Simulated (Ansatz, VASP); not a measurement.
One calculation of BWO4, two programs

```
B W O
1.0
     3.31158    0.00000    0.00000
     0.00000    3.31158    0.00000
     0.00000    0.00000    4.72220
B W O
1 1 4
Direct
  0.50000 0.50000 0.50000
  0.00000 0.00000 0.00000
  0.50000 0.00000 0.25744
  0.00000 0.50000 0.74256
  0.50000 0.00000 0.74256
  0.00000 0.50000 0.25744
```

Alike in both runs: functional PBE; k mesh 12 × 12 × 8; occupations gaussian, width 0.1 eV; no spin polarisation.

Ansatz relaxed the structure, and its values are those at the end. VASP's run is a single point on that final structure, the one shown.

|  | VASP | Ansatz |
| --- | --- | --- |
| version | VASP 6.6.1 | Ansatz 0.2.0 |
| potentials or method | VASP PAW PBE potentials, release 64 (B, W_sv, O), cutoff 520 eV | scalar-relativistic, plane waves, PAW |
| valence electrons in the cell | 41 | 41 |

Ansatz gave:

- gap on the k mesh at the Fermi level (eV): none
- pressure (GPa): 0.0
- rms of the force components (eV/Å): 0.002

Question: Which values does VASP return?

Answer: gap on the k mesh at the Fermi level (eV): none; pressure (GPa): 1.6; rms of the force components (eV/Å): 0.057.

A gap of «none» marks a metal or a gap that the smearing closes.

Neither program's run includes spin-orbit coupling.
